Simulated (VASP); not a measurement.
Here is a VASP 6.6.1 calculation.

Contents of POSCAR:

```
Co
1.0
    0.0000000000      1.7945188200      1.7945188200
    1.7945188200      0.0000000000      1.7945188200
    1.7945188200      1.7945188200      0.0000000000
Co
1
Direct
    0.0000000000      0.0000000000      0.0000000000
```

INCAR.step1

```
SYSTEM = Co
PREC = Accurate
ENCUT = 660
ISMEAR = -1
SIGMA = 0.1
LREAL = .False.
LASPH = .True.
NELM = 200
ISPIN = 2
MAGMOM = 1.8
LMAXMIX = 4
NBANDS = 14
GGA = PE
ALGO = Normal
EDIFF = 1E-5
LWAVE = .True.
LCHARG = .False.
GGA_COMPAT = .False.
```

File INCAR.step2:

```
SYSTEM = Co
PREC = Accurate
ENCUT = 660
EDIFF = 1E-6
ISMEAR = -1
SIGMA = 0.1
LREAL = .False.
LASPH = .True.
NELM = 200
ALGO = Normal
ISIF = 2
LWAVE = .False.
LCHARG = .False.
ISPIN = 2
MAGMOM = 1.8
LORBIT = 11
LMAXMIX = 4
METAGGA = R2SCAN
LMIXTAU = .True.
NBANDS = 14
ISTART = 1
GGA_COMPAT = .False.
```

KPOINTS

```
regular mesh
0
Gamma
  12 12 12
  0 0 0
```

Potentials or basis: VASP PAW PBE potentials, release 64 (Co).

Command:

```sh
$ cat potpaw_PBE.64/Co/POTCAR > POTCAR
$ cp INCAR.step1 INCAR
$ mpirun -np 1 vasp_std > vasp.out
$ cp INCAR.step2 INCAR
$ mpirun -np 1 vasp_std > vasp.out
```

(1) Predict the pressure.

(2) What does it give for the site moments?

(3) What does it give for the net moment?

Results:

(1) -12.2 GPa.

(2) Co +1.89 μB.

(3) 1.83 μB per cell.

Caveat: the cell stands under tension; the PAW data sets were made with another functional, which shifts forces and pressure a little.
